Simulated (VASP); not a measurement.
The system is ZrN.

```
CELL_PARAMETERS angstrom
0.00000 2.30000 2.30000
2.30000 0.00000 2.30000
2.30000 2.30000 0.00000
ATOMIC_POSITIONS crystal
Zr 0.50000 0.50000 0.50000
N 0.00000 0.00000 0.00000
```

| Property | Result |
| --- | --- |
| Program | VASP 6.6.1 |
| Task | relaxation of cell and atoms |
| Functional | PBE |
| Dispersion | D3(BJ) |
| Potentials or basis | VASP PAW PBE potentials, release 64 (Zr_sv, N) |
| Cutoff | 600 eV |
| k mesh | 11 × 11 × 11 |
| Occupations | fermi-dirac, width 0.15 eV |
| Spin | no spin polarisation |

At the start: pressure -6.3 GPa; volume 12.17 Å³/atom.

How do energy, volume and symmetry change on relaxing?

Over 3 steps the energy falls by 6.1 meV/atom and the volume is 11.87 Å³/atom (-2.5 %); space group Fm-3m (No. 225, to 0.1 Å) before and after.

The path:
| step | energy change (eV) | largest force (eV/Å) | pressure (GPa) | volume (Å³) |
| --- | --- | --- | --- | --- |
| 1 | 0.0000 | 0.0000 | -6.30 | 24.33 |
| 2 | 0.0276 | 0.0000 | 12.87 | 22.69 |
| 3 | -0.0123 | 0.0000 | -0.09 | 23.73 |

Final structure:
```xyz
2
Lattice="0.0000 2.2808 2.2808 2.2808 0.0000 2.2808 2.2808 2.2808 0.0000" Properties=species:S:1:pos:R:3 pbc="T T T"
Zr    2.2808    2.2808    2.2808
N     0.0000    0.0000    0.0000
```
